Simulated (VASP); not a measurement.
Bi2Te3: single point with PBE

The system is Bi2Te3.

```
CELL_PARAMETERS angstrom
2.20752 1.27451 10.23299
-2.20752 1.27451 10.23299
0.00000 -2.54903 10.23299
ATOMIC_POSITIONS crystal
Bi 0.39958 0.39958 0.39958
Bi 0.60042 0.60042 0.60042
Te 0.00000 0.00000 0.00000
Te 0.21085 0.21085 0.21085
Te 0.78915 0.78915 0.78915
```

```yaml
Program: VASP 6.6.1
Task: single point
Functional: PBE
Potentials_or_basis: VASP PAW PBE potentials, release 64 (Bi_d, Te)
Cutoff: 520 eV
k_mesh: 12 × 12 × 12
Occupations: fermi-dirac, width 0.02 eV
Spin: no spin polarisation
```

| Quantity | Value |
| --- | --- |
| Pressure | 1.3 GPa |
| Largest force | 0.011 eV/Å |
| Band gap on the k mesh | 0.29 eV |

Forces on the atoms (eV/Å):
```
Bi   0.000  0.000 -0.005
Bi   0.000  0.000  0.005
Te   0.000  0.000  0.000
Te   0.000  0.000 -0.011
Te   0.000  0.000  0.011
```

Levels at points of the mesh, in eV from the valence-band top:
| k point | band 20 | band 21 | band 22 | band 23 | band 24 | band 25 | band 26 | band 27 | band 28 | band 29 |
| --- | --- | --- | --- | --- | --- | --- | --- | --- | --- | --- |
| (0.00, 0.00, 0.00) | -1.64 | -1.64 | -0.84 | -0.84 | 0.00 | 0.29 | 0.73 | 0.73 | 1.93 | 2.13 |
| (0.50, 0.00, 0.00) | -3.04 | -2.80 | -2.22 | -0.88 | -0.50 | 0.63 | 1.20 | 2.77 | 2.82 | 3.42 |
| (0.50, 0.50, 0.00) | -2.33 | -1.88 | -1.76 | -1.42 | -0.91 | 1.02 | 1.49 | 2.08 | 2.68 | 2.82 |
| (0.50, 0.50, 0.50) | -1.39 | -1.39 | -1.08 | -1.08 | -0.38 | 0.77 | 1.15 | 1.15 | 1.71 | 1.71 |

It took 2.6 h on 1 thread of Oxide Virtual Turin-like Processor (shared host), peak memory 1.5 GiB.

Caveat: spin-orbit coupling is left out, which moves the levels of the heavy elements. A k mesh can miss the band edges.
